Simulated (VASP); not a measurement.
# Ge2Sb2Te5 (P-3m1) in VASP: single point with PBE+D4

Aim: the single point of Ge2Sb2Te5 with PBE+D4.

Program: VASP 6.6.1. These are calculated values, not measurements. Logs are shortened: lines on timing, memory, paths and dates and some standing lists are left out, and cuts for length are marked.

**1. The cell of the first run**

Symmetry: P-3m1, No. 164, trigonal system. Conventional cell: a = 4.230 Å, b = 4.230 Å, c = 16.871 Å, α = 90.00°, β = 90.00°, γ = 120.00°. Te (site symmetry 3m) has 3 Sb at 2.99 Å and 3 Te at 3.63 Å within 3.9 Å. Within 3.9 Å of Te (site symmetry 3m) lie 3 Ge at 2.95 Å and 3 Sb at 3.16 Å. Te (site symmetry -3m) has 6 Ge at 2.98 Å within 3.9 Å. Sb (site symmetry 3m) has 6 Te at 2.99 to 3.16 Å within 3.9 Å. Within 3.9 Å of Ge (site symmetry 3m) lie 6 Te at 2.95 to 2.98 Å.

**2. Single point, PBE+D4**

INCAR

```
  PREC = Accurate
  ENCUT = 520
  EDIFF = 1E-6
  ISMEAR = -1
  SIGMA = 0.05
  LREAL = F
  LASPH = T
  NELM = 80
  ALGO = Normal
  ISIF = 2
  LWAVE = F
  LCHARG = F
  GGA = PE
  IVDW = 13
  NBANDS = 44
```

KPOINTS

```
Automatic mesh
0
Gamma
  7 7 2
```

POSCAR

```
Ge2Sb2Te5
1.0
    4.2300853774      0.0000000000      0.0000000000
   -2.1150426887      3.6633613970      0.0000000000
    0.0000000000      0.0000000000     16.8714853492
Te Sb Ge
5 2 2
Direct
    0.6666666667      0.3333333333      0.4203053204
    0.3333333333      0.6666666667      0.5796946796
    0.3333333333      0.6666666667      0.1990974604
    0.6666666667      0.3333333333      0.8009025396
    0.0000000000      0.0000000000      0.0000000000
    0.0000000000      0.0000000000      0.3180533395
    0.0000000000      0.0000000000      0.6819466605
    0.6666666667      0.3333333333      0.1007709784
    0.3333333333      0.6666666667      0.8992290216
```

Potentials or basis: VASP PAW PBE potentials, release 64 (Te, Sb, Ge_d).

Command:

```console
$ cat potpaw_PBE.64/Te/POTCAR potpaw_PBE.64/Sb/POTCAR potpaw_PBE.64/Ge_d/POTCAR > POTCAR
$ mpirun -np 1 vasp_std > vasp.out
```

OUTCAR:

```text
PREC = Accurate
   ENCUT = 520
   EDIFF = 1E-6
   ISMEAR = -1
   LREAL = F
   LASPH = T
   NELM = 80
   ISIF = 2
   GGA = PE
   IVDW = 13

 ion  position               nearest neighbor table
   1  0.667  0.333  0.420-   6 2.99   6 2.99   6 2.99   2 3.63   2 3.63   2 3.63
   2  0.333  0.667  0.580-   7 2.99   7 2.99   7 2.99   1 3.63   1 3.63   1 3.63
   3  0.333  0.667  0.199-   8 2.95   8 2.95   8 2.95   6 3.16   6 3.16   6 3.16
   4  0.667  0.333  0.801-   9 2.95   9 2.95   9 2.95   7 3.16   7 3.16   7 3.16
   5  0.000  0.000  0.000-   8 2.98   9 2.98   9 2.98   8 2.98   8 2.98   9 2.98
   6  0.000  0.000  0.318-   1 2.99   1 2.99   1 2.99   3 3.16   3 3.16   3 3.16
   7  0.000  0.000  0.682-   2 2.99   2 2.99   2 2.99   4 3.16   4 3.16   4 3.16
   8  0.667  0.333  0.101-   3 2.95   3 2.95   3 2.95   5 2.98   5 2.98   5 2.98
   9  0.333  0.667  0.899-   4 2.95   4 2.95   4 2.95   5 2.98   5 2.98   5 2.98

  LATTYP: Found a hexagonal cell.
 ALAT       =     4.2300853774
 C/A-ratio  =     3.9884503134

  Lattice vectors:

 A1 = (   4.2300853774,   0.0000000000,   0.0000000000)
 A2 = (  -2.1150426887,   3.6633613970,   0.0000000000)
 A3 = (   0.0000000000,   0.0000000000,  16.8714853492)

Analysis of symmetry for initial positions (statically):
=====================================================================
 Subroutine PRICEL returns:
 Original cell was already a primitive cell.

 Routine SETGRP: Setting up the symmetry group for a
 hexagonal supercell.

 Subroutine GETGRP returns: Found 12 space group operations
 (whereof 12 operations were pure point group operations)
 out of a pool of 24 trial point group operations.

The static configuration has the point symmetry D_3d.

Analysis of symmetry for dynamics (positions and initial velocities):
=====================================================================
 Subroutine PRICEL returns:
 Original cell was already a primitive cell.

 Routine SETGRP: Setting up the symmetry group for a
 hexagonal supercell.

 Subroutine GETGRP returns: Found 12 space group operations
 (whereof 12 operations were pure point group operations)
 out of a pool of 24 trial point group operations.

The dynamic configuration has the point symmetry D_3d.

 Subroutine INISYM returns: Found 12 space group operations
 (whereof 12 operations are pure point group operations),
 and found     1 'primitive' translations

----------------------------------------------------------------------------------------

                                     Primitive cell

  volume of cell :     261.4461

  direct lattice vectors                    reciprocal lattice vectors
     4.230085377  0.000000000  0.000000000     0.236401848  0.136486671  0.000000000
    -2.115042689  3.663361397  0.000000000     0.000000000  0.272973341  0.000000000
     0.000000000  0.000000000 16.871485349     0.000000000  0.000000000  0.059271604

  length of vectors
     4.230085377  4.230085377 16.871485349     0.272973341  0.272973341  0.059271604

  position of ions in fractional coordinates (direct lattice)
     0.666666667  0.333333333  0.420305320
     0.333333333  0.666666667  0.579694680
     0.333333333  0.666666667  0.199097460
     0.666666667  0.333333333  0.800902540
     0.000000000  0.000000000  0.000000000
     0.000000000  0.000000000  0.318053339
     0.000000000  0.000000000  0.681946661
     0.666666667  0.333333333  0.100770978
     0.333333333  0.666666667  0.899229022

  ion indices of the primitive-cell ions
   primitive index   ion index
                 1           1
                 2           2
                 3           3
                 4           4
                 5           5
                 6           6
                 7           7
                 8           8
                 9           9

----------------------------------------------------------------------------------------

 KPOINTS: Automatic mesh

Automatic generation of k-mesh.
 Grid dimensions read from file:
 generate k-points for:    7    7    2

 Generating k-lattice:

  Cartesian coordinates                     Fractional coordinates (reciprocal lattice)
     0.033771693  0.019498096  0.000000000     0.142857143  0.000000000  0.000000000
     0.000000000  0.038996192  0.000000000     0.000000000  0.142857143  0.000000000
     0.000000000  0.000000000  0.029635802     0.000000000  0.000000000  0.500000000

  Length of vectors
     0.038996192  0.038996192  0.029635802

  Shift w.r.t. Gamma in fractional coordinates (k-lattice)
     0.000000000  0.000000000  0.000000000

 Subroutine IBZKPT returns following result:
 ===========================================

 Found     16 irreducible k-points:

 Following reciprocal coordinates:
            Coordinates               Weight
  0.000000  0.000000  0.000000      1.000000
  0.142857  0.000000  0.000000      6.000000
  0.285714  0.000000  0.000000      6.000000
  0.428571 -0.000000  0.000000      6.000000
  0.142857  0.142857  0.000000      6.000000
  0.285714  0.142857  0.000000     12.000000
[... 8 lines left out ...]
  0.428571  0.142857  0.500000      6.000000
  0.285714  0.285714  0.500000      6.000000
   k-points           NKPTS =     16   k-points in BZ     NKDIM =     16   number of bands    NBANDS=     44
   number of dos      NEDOS =    301   number of ions     NIONS =      9
   total plane-waves  NPLWV = 129024
   dimension x,y,z NGX =    32 NGY =   32 NGZ =  126
   dimension x,y,z NGXF=    64 NGYF=   64 NGZF=  252
   ions per type =               5   2   2
   NGX,Y,Z   is equivalent  to a cutoff of  12.58, 12.58, 12.42 a.u.
   NGXF,Y,Z  is equivalent  to a cutoff of  25.15, 25.15, 24.83 a.u.
 SYSTEM =  unknown system
   PREC   = accura    normal or accurate (medium, high low for compatibility)
   ISTART =      0    job   : 0-new  1-cont  2-samecut
   ICHARG =      2    charge: 1-file 2-atom 10-const
   ISPIN  =      1    spin polarized calculation?
   LNONCOLLINEAR =      F non collinear calculations
   LSORBIT =      F    spin-orbit coupling
   LASPH  =      T    aspherical Exc in radial PAW
   ENCUT  =  520.0 eV  38.22 Ry    6.18 a.u.   7.87  7.87 31.37*2*pi/ulx,y,z
   NELM   =     80;   NELMIN=  2; NELMDL= -5     # of ELM steps
   EDIFF  = 0.1E-05   stopping-criterion for ELM
   LREAL  =      F    real-space projection
   EDIFFG = 0.1E-04   stopping-criterion for IOM
   NSW    =      0    number of steps for IOM
   IBRION =     -1    ionic relax: 0-MD 1-quasi-New 2-CG
   NFREE  =      0    steps in history (QN), initial steepest desc. (CG)
   ISIF   =      2    stress and relaxation
   ISYM   =      2    0-nonsym 1-usesym 2-fastsym
   POTIM  = 0.5000    time-step for ionic-motion
   TEBEG  =    0.0;   TEEND  =   0.0 temperature during run
   PSTRESS=    0.0 pullay stress
   NELECT =      68.0000    total number of electrons
   NUPDOWN=      -1.0000    fix difference up-down
   EMIN   =  10.00;   EMAX   =-10.00  energy-range for DOS
   EFERMI =   0.00;   METHOD = LEGACY
   ISMEAR =    -1;   SIGMA  =   0.05  broadening in eV -4-tet -1-fermi 0-gaus
   EFERMI_NEDOS =   21; number of points for ismear=-14 and -15
   IALGO  =     38    algorithm
   IMIX   =      4    mixing-type and parameters
     AMIX     =   0.40;   BMIX     =  1.00
     AMIX_MAG =   1.60;   BMIX_MAG =  1.00
  volume/ion in A,a.u.               =      29.05       196.04
  Fermi-wavevector in a.u.,A,eV,Ry     =   1.045002  1.974767 14.857955  1.092029
  Thomas-Fermi vector in A             =   2.179779
   LORBIT       =      0    0 simple, 1 ext, 2 COOP (PROOUT), +10 PAW based schemes
   GGA     = PE    functional components
   LHFCALC =     F    Hartree Fock is set to
   AEXX    =    0.0000 exact exchange contribution
   IVDW    =    13    specifies the selected vdW correction
   LEPSILON=     F    determine dielectric tensor
   LRPA    =     F    only Hartree local field effects (RPA)
 non-spin polarized calculation
  energy-cutoff  :      520.00
  volume of cell :      261.45
 maximum number of plane-waves:      7072
 NGX is ok and might be reduce to    32
   NGX = 15   NGY = 15   NGZ = 63

 number of electron      67.9999998 magnetization

 Free energy of the ion-electron system (eV)
  ---------------------------------------------------
  ext. energy  EPLUGINS =         0.00000000
  ---------------------------------------------------
  free energy    TOTEN  =       -33.87676523 eV

  energy without entropy =      -33.87439351  energy(sigma->0) =      -33.87557937

 E-fermi :   6.8874     XC(G=0):  -9.6206

 val. band max:        6.8546756882   @ k =   0.0000   0.0000   0.0000
 cond. band min:       6.9745611272   @ k =   0.0000   0.0000   0.0000
 fundamental gap:      0.1198854390
 Fermi energy:         6.8873746777

 k-point     1 :       0.0000    0.0000    0.0000
  band No.  band energies     occupation
      1     -18.2020      2.00000
      2     -18.2020      2.00000
      3     -18.2011      2.00000
      4     -18.2011      2.00000
      5     -18.1952      2.00000
      6     -18.1950      2.00000
[... 36 lines left out ...]
     43       8.4685      0.00000
     44       9.5493      0.00000

 k-point     2 :       0.1429    0.0000    0.0000
  band No.  band energies     occupation
      1     -18.2027      2.00000
      2     -18.2018      2.00000
      3     -18.2015      2.00000
      4     -18.2008      2.00000
      5     -18.1952      2.00000
      6     -18.1949      2.00000
[... 36 lines left out ...]
     43       9.3174      0.00000
     44       9.8139      0.00000

 k-point     3 :       0.2857    0.0000    0.0000
  band No.  band energies     occupation
      1     -18.2041      2.00000
      2     -18.2024      2.00000
      3     -18.2016      2.00000
      4     -18.2003      2.00000
      5     -18.1955      2.00000
      6     -18.1943      2.00000
[... 600 lines left out ...]
     43      10.3081      0.00000
     44      10.5879      0.00000

 k-point    16 :       0.2857    0.2857    0.5000
  band No.  band energies     occupation
      1     -18.2042      2.00000
      2     -18.2030      2.00000
      3     -18.2022      2.00000
      4     -18.2009      2.00000
      5     -18.1945      2.00000
      6     -18.1943      2.00000
[... 36 lines left out ...]
     43      10.5987      0.00000
     44      11.4479      0.00000

------------------------ aborting loop because EDIFF is reached ----------------------------------------

  DFT-D4 for vdW energy calculation

  Edisp (eV):   -4.24404

  FORCE on cell =-STRESS in cart. coord.  units (eV):
  Direction    XX          YY          ZZ          XY          YZ          ZX
  --------------------------------------------------------------------------------------
  -------------------------------------------------------------------------------------
  Total      -0.05792    -0.05792    -0.03531     0.00000    -0.00000    -0.00000
  in kB      -0.35496    -0.35496    -0.21637     0.00000    -0.00000    -0.00000
  external pressure =       -0.31 kB  Pullay stress =        0.00 kB

 VOLUME and BASIS-vectors are now :
 -----------------------------------------------------------------------------
  energy-cutoff  :      520.00
  volume of cell :      261.45
      direct lattice vectors                 reciprocal lattice vectors
     4.230085377  0.000000000  0.000000000     0.236401848  0.136486671  0.000000000
    -2.115042689  3.663361397  0.000000000     0.000000000  0.272973341  0.000000000
     0.000000000  0.000000000 16.871485349     0.000000000  0.000000000  0.059271604

 POSITION                                       TOTAL-FORCE (eV/Angst)
 -----------------------------------------------------------------------------------
      2.11504      1.22112      7.09118         0.000000     -0.000000      0.021759
     -0.00000      2.44224      9.78031        -0.000000     -0.000000     -0.021759
     -0.00000      2.44224      3.35907         0.000000     -0.000000      0.013348
      2.11504      1.22112     13.51242        -0.000000      0.000000     -0.013348
      0.00000      0.00000      0.00000         0.000000     -0.000000     -0.000000
      0.00000      0.00000      5.36603         0.000000      0.000000     -0.029920
      0.00000      0.00000     11.50545         0.000000     -0.000000      0.029920
      2.11504      1.22112      1.70016         0.000000     -0.000000      0.002153
     -0.00000      2.44224     15.17133        -0.000000      0.000000     -0.002153
 -----------------------------------------------------------------------------------
    total drift:                               -0.000000      0.000000      0.000000

  FREE ENERGIE OF THE ION-ELECTRON SYSTEM (eV)
  ---------------------------------------------------
  free  energy   TOTEN  =       -38.1208074202 eV

  energy  without entropy=      -38.1184357036  energy(sigma->0) =      -38.11962156
```

Wall time 3.2 min (1 thread of Intel Xeon Platinum 8375C at 2.90GHz (Ice Lake), shared host); peak memory 0.44 GiB.

Results:

| Quantity | Value |
| --- | --- |
| Free energy | -38.1208 eV |
| Pressure | 0.0 GPa |
| Largest force | 0.030 eV/Å |
| Band gap on the k mesh | 0.12 eV |
| Dispersion energy per atom | -0.472 eV |

Forces in eV/Å, atoms in the order of the input:
```
Te   0.000  0.000  0.022
Te   0.000  0.000 -0.022
Te   0.000  0.000  0.013
Te   0.000  0.000 -0.013
Te   0.000  0.000  0.000
Sb   0.000  0.000 -0.030
Sb   0.000  0.000  0.030
Ge   0.000  0.000  0.002
Ge   0.000  0.000 -0.002
```

Caveat: spin-orbit coupling is left out, which moves the levels of the heavy elements; an odd mesh through Γ misses points on the zone boundary, where band edges can lie.
